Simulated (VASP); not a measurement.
A run of VASP 6.6.1 is set up as follows.

File INCAR:

```
  PREC = Accurate
  ENCUT = 600
  EDIFF = 1E-6
  ISMEAR = 0
  SIGMA = 0.1
  LREAL = False
  LASPH = True
  NELM = 80
  ALGO = Fast
  ISIF = 3
  LWAVE = False
  LCHARG = False
  GGA = PS
  IBRION = 2
  NSW = 100
  EDIFFG = -0.01
```

Contents of KPOINTS:

```
regular mesh
0
Gamma
  18 18 18
```

Contents of POSCAR:

```
Mo
1.0
   -2.4635824360      2.4635824360      1.3439296952
    2.4635824360     -2.4635824360      1.3439296952
    2.4635824360      2.4635824360     -1.3439296952
Mo
2
Direct
    0.0000000000      0.0000000000      0.0000000000
    0.7500000000      0.2500000000      0.5000000000
```

Potentials or basis: VASP PAW PBE potentials, release 64 (Mo_sv).

Run with:

```bash
$ cat potpaw_PBE.64/Mo_sv/POTCAR > POTCAR
$ mpirun -np 1 vasp_std > vasp.out
```

Question: Estimate the relaxed volume.

Answer: 16.37 Å³/atom.

Question: Predict the space group after relaxing (to 0.1 Å).

Answer: I4_1/amd (No. 141).

Question: Predict the relaxed cell.

Answer: a = 3.776 Å, b = 3.776 Å, c = 3.776 Å, α = 96.84°, β = 96.84°, γ = 139.62°.

Final structure:
```cif
data_structure
_symmetry_space_group_name_H-M 'P 1'
_symmetry_Int_Tables_number 1
_cell_length_a 3.7758
_cell_length_b 3.7758
_cell_length_c 3.7758
_cell_angle_alpha 96.841
_cell_angle_beta 96.841
_cell_angle_gamma 139.621
_cell_volume 32.73
loop_
_atom_site_label
_atom_site_type_symbol
_atom_site_fract_x
_atom_site_fract_y
_atom_site_fract_z
_atom_site_occupancy
Mo1 Mo 0.00000 0.00000 0.00000 1
Mo2 Mo 0.75000 0.25000 0.50000 1
```

Caveat: the PAW data sets were made with another functional, which shifts forces and pressure a little.
